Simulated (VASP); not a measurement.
Crystal: Ga.

```xyz
2
Lattice="1.3830 -4.0265 0.0000 1.3830 4.0265 0.0000 -0.1174 0.0000 3.3299" Properties=species:S:1:pos:R:3 pbc="T T T"
Ga    1.3536   -2.9716    0.8325
Ga    1.2949    2.9716    2.4974
```

| Property | Result |
| --- | --- |
| Program | VASP 6.6.1 |
| Task | relaxation of cell and atoms |
| Functional | PBE |
| Potentials or basis | VASP PAW PBE potentials, release 64 (Ga_d) |
| Cutoff | 600 eV |
| k mesh | 16 × 16 × 12 |
| Occupations | gaussian, width 0.1 eV |
| Spin | no spin polarisation |

At the start: pressure 1.8 GPa; volume 18.54 Å³/atom.

**Question.** How do energy, volume and symmetry change on relaxing?

**Answer.** Over 13 steps the energy falls by 5.8 meV/atom and the volume is 19.19 Å³/atom (+3.5 %); space group C2/c (No. 15, to 0.1 Å) before and after.

Step by step:
```csv
step,energy change (eV),largest force (eV/Å),pressure (GPa),volume (Å³)
1,0.0000,0.1935,1.77,37.09
2,-0.0095,0.0999,0.22,38.20
3,-0.0099,0.0752,-0.22,38.54
4,-0.0099,0.0778,-0.16,38.51
5,-0.0107,0.0482,-0.14,38.44
6,-0.0110,0.0434,0.17,38.24
7,-0.0112,0.0080,0.06,38.31
8,-0.0114,0.0057,-0.02,38.35
9,-0.0115,0.0036,-0.06,38.39
10,-0.0114,0.0001,-0.19,38.47
11,-0.0115,0.0021,-0.03,38.42
12,-0.0116,0.0034,-0.01,38.40
13,-0.0117,0.0046,0.00,38.39
```

Final structure:
```xyz
2
Lattice="1.4049 -4.0344 -0.0099 1.4049 4.0344 -0.0099 -0.1429 0.0000 3.3872" Properties=species:S:1:pos:R:3 pbc="T T T"
Ga    1.3692   -2.9520    0.8369
Ga    1.2978    2.9520    2.5305
```
